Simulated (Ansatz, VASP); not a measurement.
One calculation of Ge, two programs

```xyz
8
Lattice="6.0600 0.0000 0.0000 0.0000 5.1077 0.0000 0.0000 0.0000 5.3483" Properties=species:S:1:pos:R:3 pbc="T T T"
Ge    2.5792    1.2769    0.0000
Ge    3.4808    3.8308    2.6742
Ge    3.4808    3.8308    0.0000
Ge    2.5792    1.2769    2.6742
Ge    5.6329    2.5682    1.3371
Ge    0.4271    2.5395    4.0112
Ge    0.4271    0.0144    1.3371
Ge    5.6329    5.0933    4.0112
```

Alike in both runs: functional PBE; k mesh 4 × 4 × 4; occupations gaussian, width 0.1 eV; no spin polarisation.

Ansatz relaxed the structure, and its values are those at the end. VASP's run is a single point on that final structure, the one shown.

|  | VASP | Ansatz |
| --- | --- | --- |
| version | VASP 6.6.1 | Ansatz 0.2.0 |
| potentials or method | VASP PAW PBE potentials, release 64 (Ge_d), cutoff 520 eV | scalar-relativistic, plane waves, PAW |
| valence electrons in the cell | 112 | 112 |

Ansatz gave:

```
gap on the k mesh at the Fermi level (eV) : none
pressure (GPa)                            : 0.1
```

**Question.** What did VASP give for the same quantities?

**Answer.** gap on the k mesh at the Fermi level (eV): none; pressure (GPa): 0.0.

A gap of «none» marks a metal or a gap that the smearing closes.
